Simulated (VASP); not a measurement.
# Sn (R-3m) in VASP: a series of runs, part 2 of 2

VASP 6.6.1. The steps go on from the part before.

### Step 3. Single point, PBEsol (strained and its atoms moved)

Contents of INCAR:

```
SYSTEM = Sn
PREC = Accurate ; ENCUT = 520
EDIFF = 1E-7 ; ISMEAR = 0
SIGMA = 0.1 ; LREAL = .FALSE.
LASPH = .TRUE. ; NELM = 80
ALGO = Normal ; ISIF = 2
LWAVE = .FALSE. ; LCHARG = .FALSE.
GGA = PS ; NBANDS = 21
```

Contents of KPOINTS:

```
regular mesh
0
G
  12 12 12
  0 0 0
```

Contents of POSCAR:

```
Sn
1.0
    0.3894720000      3.4866831680      3.4866831680
    3.4866831680      0.3894720000      3.4866831680
    3.4866831680      3.4866831680      0.3894720000
Sn
2
Direct
    0.4911056466      0.4911056466      0.4911056466
    0.7588943534      0.7588943534      0.7588943534
```

Potentials or basis: VASP PAW PBE potentials, release 64 (Sn_d).

Started as:

```console
cat potpaw_PBE.64/Sn_d/POTCAR > POTCAR
mpirun -np 1 vasp_std > vasp.out
```

OUTCAR:

```text
SYSTEM = Sn
   PREC = Accurate
   ENCUT = 520
   EDIFF = 1E-7
   ISMEAR = 0
   LREAL = .FALSE.
   LASPH = .TRUE.
   NELM = 80
   ISIF = 2
   GGA = PS

 ion  position               nearest neighbor table
   1  0.491  0.491  0.491-   2 2.66   2 2.66   2 2.66   2 3.42
   2  0.759  0.759  0.759-   1 2.66   1 2.66   1 2.66   1 3.42

  LATTYP: Found a trigonal (rhomboedric) cell.
 ALAT       =     4.9462720777
 COS(alpha) =     0.6079101231

  Lattice vectors:

 A1 = (   0.3894720000,   3.4866831680,   3.4866831680)
 A2 = (   3.4866831680,   0.3894720000,   3.4866831680)
 A3 = (   3.4866831680,   3.4866831680,   0.3894720000)

Analysis of symmetry for initial positions (statically):
=====================================================================
 Subroutine PRICEL returns:
 Original cell was already a primitive cell.

 Routine SETGRP: Setting up the symmetry group for a
 trigonal (rhombohedral) supercell.

 Subroutine GETGRP returns: Found 12 space group operations
 (whereof  6 operations were pure point group operations)
 out of a pool of 12 trial point group operations.

The static configuration has the point symmetry C_3v.
[... 161 lines left out ...]

  energy without entropy =       -7.85383685  energy(sigma->0) =       -7.85425669

 E-fermi :   4.9586     XC(G=0):  -8.8866

 val. band max:        4.9485698398   @ k =   0.0833   0.0833   0.0833
 cond. band min:       4.9862321926   @ k =   0.0000   0.0000   0.0000
 fundamental gap:      0.0376623528
 Fermi energy:         4.9586211411

 k-point     1 :       0.0000    0.0000    0.0000
  band No.  band energies     occupation
      1     -16.6494      2.00000
      2     -16.6494      2.00000
      3     -16.5047      2.00000
      4     -16.5047      2.00000
      5     -16.4203      2.00000
      6     -16.2772      2.00000
[... 565 lines left out ...]
     20      13.4504      0.00000
     21      13.7680      0.00000

 [... further k-points ...]

------------------------ aborting loop because EDIFF is reached ----------------------------------------

  FORCE on cell =-STRESS in cart. coord.  units (eV):
  Direction    XX          YY          ZZ          XY          YZ          ZX
  --------------------------------------------------------------------------------------
  -------------------------------------------------------------------------------------
  Total        1.8938781      1.8938781      1.8938781     -1.9925753     -1.9925753     -1.9925753
  in kB       42.9611314     42.9611314     42.9611314    -45.1999981    -45.1999981    -45.1999981
  external PRESSURE =      42.9611314 kB  Pullay stress =       0.0000000 kB

 VOLUME and BASIS-vectors are now :
 -----------------------------------------------------------------------------
  energy-cutoff  :      520.00
  volume of cell :       70.63
      direct lattice vectors                 reciprocal lattice vectors
     0.389472000  3.486683168  3.486683168    -0.169975009  0.152896099  0.152896099
     3.486683168  0.389472000  3.486683168     0.152896099 -0.169975009  0.152896099
     3.486683168  3.486683168  0.389472000     0.152896099  0.152896099 -0.169975009

 POSITION                                       TOTAL-FORCE (eV/Angst)
 -----------------------------------------------------------------------------------
      3.61593      3.61593      3.61593         0.839262      0.839262      0.839262
      5.58762      5.58762      5.58762        -0.839262     -0.839262     -0.839262
 -----------------------------------------------------------------------------------
    total drift:                                0.000000      0.000000      0.000000

  FREE ENERGIE OF THE ION-ELECTRON SYSTEM (eV)
  ---------------------------------------------------
  free  energy   TOTEN  =        -7.8546765247 eV

  energy  without entropy=       -7.8538368510  energy(sigma->0) =       -7.85425669
```

OSZICAR:

```text
N       E                     dE             d eps       ncg     rms          rms(c)
DAV:   1     0.231189883736E+03    0.23119E+03   -0.14871E+04  8033   0.192E+03
DAV:   2     0.174690257978E+02   -0.21372E+03   -0.20915E+03  7988   0.444E+02
DAV:   3    -0.716143861794E+01   -0.24630E+02   -0.24504E+02  9343   0.142E+02
DAV:   4    -0.795810750598E+01   -0.79667E+00   -0.79643E+00  8988   0.289E+01
DAV:   5    -0.798575881887E+01   -0.27651E-01   -0.27651E-01 11468   0.521E+00    0.351E+00
DAV:   6    -0.789312352970E+01    0.92635E-01   -0.52509E-02 10594   0.301E+00    0.196E+00
DAV:   7    -0.785262331057E+01    0.40500E-01   -0.89589E-02  8784   0.319E+00    0.182E-01
DAV:   8    -0.785436007770E+01   -0.17368E-02   -0.17817E-02  8988   0.151E+00    0.113E-01
DAV:   9    -0.785463515269E+01   -0.27507E-03   -0.84061E-04 10770   0.205E-01    0.398E-02
DAV:  10    -0.785466872650E+01   -0.33574E-04   -0.49827E-05  9733   0.643E-02    0.963E-03
DAV:  11    -0.785467626639E+01   -0.75399E-05   -0.11057E-05  9106   0.235E-02    0.377E-03
DAV:  12    -0.785467671997E+01   -0.45358E-06   -0.25727E-06  9746   0.122E-02    0.145E-03
DAV:  13    -0.785467651908E+01    0.20089E-06   -0.38923E-07  7581   0.659E-03    0.553E-04
DAV:  14    -0.785467652466E+01   -0.55843E-08   -0.38104E-08  5419   0.195E-03
   1 F= -.78546765E+01 E0= -.78542567E+01  d E =-.839674E-03
```

stdout:

```text
POSCAR found type information on POSCAR Sn
 POSCAR found :  1 types and       2 ions
 scaLAPACK will be used
 -----------------------------------------------------------------------------
|                                                                             |
|                                                                             |
|     You enforced a specific xc type in the INCAR file but a different       |
|     I HOPE YOU KNOW WHAT YOU ARE DOING!                                     |
|                                                                             |
 -----------------------------------------------------------------------------

 LDA part: xc-table for (Slater+PW92), standard interpolation
 POSCAR, INCAR and KPOINTS ok, starting setup
 FFT: planning ... GRIDC
 FFT: planning ... GRID_SOFT
 FFT: planning ... GRID
 WAVECAR not read
 entering main loop
```

It took 2.8 min on 1 thread of Intel Xeon Platinum 8488C (Sapphire Rapids), shared host; peak memory 0.39 GiB.

Results:

```yaml
Free_energy: -7.8547 eV
Pressure: 4.3 GPa
Largest_force: 1.454 eV/Å
Band_gap_on_the_k_mesh: zero (bands 14 and 15 overlap by 0.29 eV)
```

Forces on the atoms (eV/Å):
```
Sn   0.839  0.839  0.839
Sn  -0.839 -0.839 -0.839
```

Levels at points of the mesh, in eV from the Fermi level:
```tsv
k point	band 11	band 12	band 13	band 14	band 15	band 16	band 17	band 18
(0.00, 0.00, 0.00)	-10.56	-1.29	0.03	0.03	0.74	1.39	3.20	3.20
(0.50, 0.00, 0.00)	-8.59	-6.55	-1.51	-0.49	-0.25	2.35	4.64	5.84
(0.50, 0.50, 0.00)	-8.07	-6.87	-2.22	-2.04	0.75	1.26	6.47	7.78
(0.50, 0.50, 0.50)	-9.93	-4.91	-0.43	-0.43	0.77	3.63	3.63	5.94
```

Caveat: the cell differs from its parent crystal (strained and its atoms moved); the cell stands under pressure; the PAW data sets were made with another functional, which shifts forces and pressure a little; spin-orbit coupling is left out, which moves the levels of the heavy elements.

The gap in the log of VASP goes by the Fermi energy; the results here count the filled bands.